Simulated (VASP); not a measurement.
A run of VASP 6.6.1 is set up as follows.

Contents of INCAR:

```
SYSTEM = TaN
  PREC = Accurate
  ENCUT = 600
  EDIFF = 1E-6
  ISMEAR = -1
  SIGMA = 0.1
  LREAL = .FALSE.
  LASPH = .TRUE.
  NELM = 80
  ALGO = Normal
  ISIF = 3
  LWAVE = .FALSE.
  LCHARG = .FALSE.
  GGA = PE
  IBRION = 2
  NSW = 80
  EDIFFG = -0.03
```

Contents of KPOINTS:

```
regular mesh
0
G
  8 8 6
  0 0 0
```

Contents of POSCAR:

```
TaN
1.0
    2.4800000000      0.0000000000      0.0000000000
    0.0000000000      2.4800000000      0.0000000000
    0.0000000000      0.0000000000      3.3480000000
Ta N
1 1
Direct
    0.0000000000      0.0000000000      0.0000000000
    0.5000000000      0.5000000000      0.5000000000
```

Potentials or basis: VASP PAW PBE potentials, release 64 (Ta_pv, N).

Launch:

```bash
$ cat potpaw_PBE.64/Ta_pv/POTCAR potpaw_PBE.64/N/POTCAR > POTCAR
$ mpirun -np 1 vasp_std > vasp.out
```

Problem. Predict the band gap on the k mesh.

Solution. Zero (band 8 reaches 15.25 eV, above the bottom of band 9 at 6.58 eV).

Problem. Predict the relaxed cell.

Solution. a = 2.757 Å, b = 2.757 Å, c = 2.746 Å, α = 90.00°, β = 90.00°, γ = 90.00°.

Stress tensor (GPa, compression positive):
```
 0.06  0.00  0.00
 0.00  0.06  0.00
 0.00  0.00 -0.05
```

Caveat: spin-orbit coupling is left out, which moves the levels of the heavy elements.
